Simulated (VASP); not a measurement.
CdS:

```
Cd S
1.0
     0.00000    2.75324    2.75324
     2.75324    0.00000    2.75324
     2.75324    2.75324    0.00000
Cd S
1 1
Direct
  0.00000 0.00000 0.00000
  0.50000 0.50000 0.50000
```

* Program: VASP 6.6.1
* Task: relaxation of cell and atoms
* Functional: PBE0
* Potentials or basis: VASP PAW PBE potentials, release 64 (Cd, S)
* Cutoff: 600 eV
* k mesh: 4 × 4 × 4
* Occupations: fermi-dirac, width 0.05 eV
* Spin: no spin polarisation

At the start: pressure -1.9 GPa; volume 20.87 Å³/atom.

Question: Where does the relaxation end?

Answer: Over 3 steps the energy falls by 2.8 meV/atom and the volume is 20.39 Å³/atom (-2.3 %); space group Fm-3m (No. 225, to 0.1 Å) before and after.

The path:
| step | energy change (eV) | largest force (eV/Å) | pressure (GPa) | volume (Å³) |
| --- | --- | --- | --- | --- |
| 1 | 0.0000 | 0.0000 | -1.86 | 41.74 |
| 2 | -0.0042 | 0.0000 | 0.98 | 40.30 |
| 3 | -0.0057 | 0.0000 | 0.00 | 40.77 |

Final structure:
```cif
data_structure
_symmetry_space_group_name_H-M 'P 1'
_symmetry_Int_Tables_number 1
_cell_length_a 3.8634
_cell_length_b 3.8634
_cell_length_c 3.8634
_cell_angle_alpha 60.000
_cell_angle_beta 60.000
_cell_angle_gamma 60.000
_cell_volume 40.77
loop_
_atom_site_label
_atom_site_type_symbol
_atom_site_fract_x
_atom_site_fract_y
_atom_site_fract_z
_atom_site_occupancy
Cd1 Cd 0.00000 0.00000 0.00000 1
S1 S 0.50000 0.50000 0.50000 1
```

Caveat: the k points lie up to 0.50 Å⁻¹ apart in the final cell; the PAW data sets were made with another functional, which shifts forces and pressure a little.
